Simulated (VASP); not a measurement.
# BaTiO3 in VASP: a series of runs, part 2 of 2

VASP 6.6.1.

### Step 3. Electric field gradients, PBE (equal xx and yy strain of +3 %)

INCAR

```
  ALGO = Normal
  EDIFF = 1E-8
  ENCUT = 910
  GGA = PE
  GGA_COMPAT = F
  ISIF = 2
  ISMEAR = -1
  LASPH = T
  LCHARG = F
  LEFG = T
  LREAL = F
  LWAVE = F
  NBANDS = 28
  NELM = 120
  PREC = Accurate
  SIGMA = 0.03
```

KPOINTS

```
k-points
0
Gamma
  7 7 7
```

POSCAR

```
BaTiO3
1.0
    4.1197940000      0.0000000000      0.0000000000
    0.0000000000      4.1197940000      0.0000000000
    0.0000000000      0.0000000000      4.0180000000
Ba Ti O
1 1 3
Direct
    0.0000000000      0.0000000000      0.0000000000
    0.5000000000      0.5000000000      0.5000000000
    0.5000000000      0.5000000000      0.0000000000
    0.5000000000      0.0000000000      0.5000000000
    0.0000000000      0.5000000000      0.5000000000
```

Potentials or basis: VASP PAW PBE potentials, release 64 (Ba_sv, Ti_sv, O_h).

Launch:

```sh
cat potpaw_PBE.64/Ba_sv/POTCAR potpaw_PBE.64/Ti_sv/POTCAR potpaw_PBE.64/O_h/POTCAR > POTCAR
mpirun -np 1 vasp_std > vasp.out
```

OUTCAR:

```text
EDIFF = 1E-8
   ENCUT = 910
   GGA = PE
   ISIF = 2
   ISMEAR = -1
   LASPH = T
   LREAL = F
   NELM = 120
   PREC = Accurate

 ion  position               nearest neighbor table
   1  0.000  0.000  0.000-   4 2.88   5 2.88   4 2.88   5 2.88   5 2.88   5 2.88   4 2.88   4 2.88
                             3 2.91   3 2.91   3 2.91   3 2.91   2 3.54   2 3.54   2 3.54   2 3.54
   2  0.500  0.500  0.500-   3 2.01   3 2.01   5 2.06   4 2.06   4 2.06   5 2.06   1 3.54   1 3.54
                             1 3.54   1 3.54   1 3.54   1 3.54   1 3.54   1 3.54
   3  0.500  0.500  0.000-   2 2.01   2 2.01   1 2.91   1 2.91   1 2.91   1 2.91
   4  0.500  0.000  0.500-   2 2.06   2 2.06   1 2.88   1 2.88   1 2.88   1 2.88
   5  0.000  0.500  0.500-   2 2.06   2 2.06   1 2.88   1 2.88   1 2.88   1 2.88

  LATTYP: Found a simple tetragonal cell.
 ALAT       =     4.1197940000
 C/A-ratio  =     0.9752914830

[... 981 lines left out ...]
   4     -12.842    33.782   -20.940     0.000     0.000     0.000
   5      33.782   -12.842   -20.940     0.000    -0.000    -0.000
---------------------------------------------------------------------

 Electric field gradients after diagonalization (V/A^2)
 (convention: |V_zz| > |V_xx| > |V_yy|)
----------------------------------------------------------------------
 ion       V_xx      V_yy      V_zz     asymmetry (V_yy - V_xx)/ V_zz
----------------------------------------------------------------------
   1       1.180     1.180    -2.361       0.000
   2      10.088    10.088   -20.176       0.000
   3     -11.363   -11.363    22.725       0.000
   4     -20.940   -12.842    33.782       0.240
   5     -20.940   -12.842    33.782       0.240
----------------------------------------------------------------------

           NMR quadrupolar parameters

 Cq : quadrupolar parameter    Cq=e*Q*V_zz/h
 eta: asymmetry parameters     (V_yy - V_xx)/ V_zz
 Q  : nuclear electric quadrupole moment in mb (millibarn)
----------------------------------------------------------------------
 ion       Cq(MHz)       eta       Q (mb)
----------------------------------------------------------------------
   1      -0.006       0.000       1.000
   2      -0.049       0.000       1.000
   3       0.055       0.000       1.000
   4       0.082       0.240       1.000
   5       0.082       0.240       1.000
----------------------------------------------------------------------
```

OSZICAR:

```text
N       E                     dE             d eps       ncg     rms          rms(c)
DAV:   1     0.593433467141E+03    0.59343E+03   -0.28382E+04  2240   0.231E+03
[... 12 lines left out ...]
DAV:  14    -0.399496779769E+02    0.11939E-03   -0.29308E-04  3200   0.142E-01    0.276E-02
DAV:  15    -0.399496745403E+02    0.34366E-05   -0.80995E-05  3204   0.594E-02    0.882E-03
DAV:  16    -0.399496741271E+02    0.41319E-06   -0.88418E-06  2904   0.211E-02    0.352E-03
DAV:  17    -0.399496741657E+02   -0.38562E-07   -0.61035E-07  2900   0.517E-03    0.436E-03
DAV:  18    -0.399496742569E+02   -0.91248E-07   -0.28377E-07  2812   0.494E-03    0.263E-03
DAV:  19    -0.399496741418E+02    0.11516E-06   -0.33223E-07  3084   0.476E-03    0.346E-04
DAV:  20    -0.399496741485E+02   -0.67630E-08   -0.25694E-08  2348   0.107E-03
   1 F= -.39949674E+02 E0= -.39949674E+02  d E =-.179154E-10
```

stdout:

```text
POSCAR found type information on POSCAR BaTiO
 POSCAR found :  3 types and       5 ions
 scaLAPACK will be used
 LDA part: xc-table for (Slater+PW92), standard interpolation
 POSCAR, INCAR and KPOINTS ok, starting setup
 FFT: planning ... GRIDC
 FFT: planning ... GRID_SOFT
 FFT: planning ... GRID
 WAVECAR not read
 entering main loop
ion   1

ion   2

ion   3

ion   4

ion   5
```

Run time: 2.5 min. Hardware: 1 thread of AMD EPYC 9R45 (Zen 5), shared host; peak memory 0.33 GiB.

What came out:

```yaml
Free_energy: -39.9497 eV
Pressure: -5.9 GPa
Band_gap_on_the_k_mesh: 1.65 eV (least direct gap 1.78 eV)
Largest_electric_field_gradient_by_atom: Ba -2.4; Ti -20.2; O +22.7, +33.8 (each value once) V/Å²
```

Stress tensor (GPa, compression positive):
```
-7.14  0.00  0.00
 0.00 -7.14  0.00
 0.00  0.00 -3.36
```

Electric field gradients, principal values (V/Å²):
| atom | least | middle | greatest (by size) |
| --- | --- | --- | --- |
| 1 Ba | 1.180 | 1.180 | -2.361 |
| 2 Ti | 10.088 | 10.088 | -20.176 |
| 3 O | -11.363 | -11.363 | 22.725 |
| 4 O | -12.842 | -20.940 | 33.782 |
| 5 O | -12.842 | -20.940 | 33.782 |

Caveat: the cell differs from its parent crystal (equal xx and yy strain of +3 %); the cutoff is under 1.25 times the usual one of these potentials, so pressure, stress and relaxed cells hold a basis-set (Pulay) error; the cell stands under tension; without QUAD_EFG the Cq values of the log hold for a quadrupole moment of 1 mb, not for the nuclei; spin-orbit coupling is left out, which moves the levels of the heavy elements; an odd mesh through Γ misses points on the zone boundary, where band edges can lie.
